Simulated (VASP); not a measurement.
Set up this calculation in VASP 6.6.1, as the native input.

```yaml
Task: single point
Functional: PBE
Potentials_or_basis: VASP PAW PBE potentials, release 64 (Ta_pv, W_sv)
Cutoff: 520 eV
k_mesh: 6 × 6 × 2
Occupations: gaussian, width 0.1 eV
Spin: no spin polarisation
Dipole_correction: no
Further_INCAR_settings: ALGO = Fast; EDIFF = 1e-06; NBANDS = 50
```

The structure of TaW5 lies in POSCAR:

```
TaW5
1.0
    3.2543683800      0.0000000000      0.0000000000
    0.0000000000      3.2543683800      0.0000000000
    0.0000000000      0.0000000000      9.7631051500
Ta W
1 5
Direct
    0.0000000000      0.0000000000      0.0000000000
    0.5000000000      0.5000000000      0.1666666700
    0.0000000000      0.0000000000      0.3333333300
    0.5000000000      0.5000000000      0.5000000000
    0.0000000000      0.0000000000      0.6666666700
    0.5000000000      0.5000000000      0.8333333300
```

These files were run (other wordings do the same):

INCAR

```
SYSTEM = TaW5
  PREC = Accurate
  ENCUT = 520
  EDIFF = 1E-6
  ISMEAR = 0
  SIGMA = 0.1
  LREAL = .FALSE.
  LASPH = .TRUE.
  NELM = 60
  ALGO = Fast
  ISIF = 2
  LWAVE = .FALSE.
  LCHARG = .FALSE.
  GGA = PE
  NBANDS = 50
```

KPOINTS

```
Automatic mesh
0
G
  6 6 2
  0 0 0
```

Potentials or basis: VASP PAW PBE potentials, release 64 (Ta_pv, W_sv).

Run with:

```bash
$ cat potpaw_PBE.64/Ta_pv/POTCAR potpaw_PBE.64/W_sv/POTCAR > POTCAR
$ mpirun -np 1 vasp_std > vasp.out
```

Results of the run:

The pressure is -12.6 GPa. The largest force is 0.907 eV/Å.

It took 2.4 min on 1 thread of Intel(R) Xeon(R) Platinum 8488C (Sapphire Rapids) (shared host), peak memory 0.25 GiB.
